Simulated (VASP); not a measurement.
Set up this calculation in VASP 6.6.1, as the native input.

```yaml
Task: relaxation of cell and atoms
Functional: LDA
Potentials_or_basis: VASP PAW LDA potentials, release 64 (Ga_d, N)
Cutoff: 600 eV
k_mesh: 8 × 8 × 8
Occupations: gaussian, width 0.01 eV
Spin: no spin polarisation
Dipole_correction: no
Further_INCAR_settings: ALGO = Normal; EDIFF = 1e-07; IBRION = 2; EDIFFG = -0.01; NSW = 80; ISIF = 3
```

The structure of GaN lies in POSCAR:

```
GaN
1.0
    0.0000000000      2.1352350000      2.1352350000
    2.1352350000      0.0000000000      2.1352350000
    2.1352350000      2.1352350000      0.0000000000
Ga N
1 1
Direct
    0.0000000000      0.0000000000      0.0000000000
    0.5000000000      0.5000000000      0.5000000000
```

The input as run:

INCAR

```
PREC = Accurate
ENCUT = 600
EDIFF = 1E-7
ISMEAR = 0
SIGMA = 0.01
LREAL = False
LASPH = True
NELM = 100
ALGO = Normal
ISIF = 3
LWAVE = False
LCHARG = False
IBRION = 2
NSW = 80
EDIFFG = -0.01
```

KPOINTS

```
Automatic mesh
0
Gamma
  8 8 8
```

Potentials or basis: VASP PAW LDA potentials, release 64 (Ga_d, N).

Run with:

```console
$ cat potpaw_LDA.64/Ga_d/POTCAR potpaw_LDA.64/N/POTCAR > POTCAR
$ mpirun -np 1 vasp_std > vasp.out
```

Results of the run:

```yaml
Relaxed_volume: 9.18 Å³/atom
Relaxed_cell: a = 2.961 Å, b = 2.961 Å, c = 2.961 Å, α = 60.00°, β = 60.00°, γ = 60.00°
Space_group_after_relaxing_to_0.05_Å: Fm-3m (No. 225)
Energy_gained_by_relaxing: 23.2 meV/atom
Ionic_steps: 6
Pressure_after_relaxing: 0.0 GPa
Band_gap_on_the_k_mesh: 0.60 eV, indirect (least direct gap 3.18 eV)
```

It took 47 s on 1 thread of Intel(R) Xeon(R) Platinum 8488C (Sapphire Rapids), with other jobs on the host, peak memory 0.14 GiB.
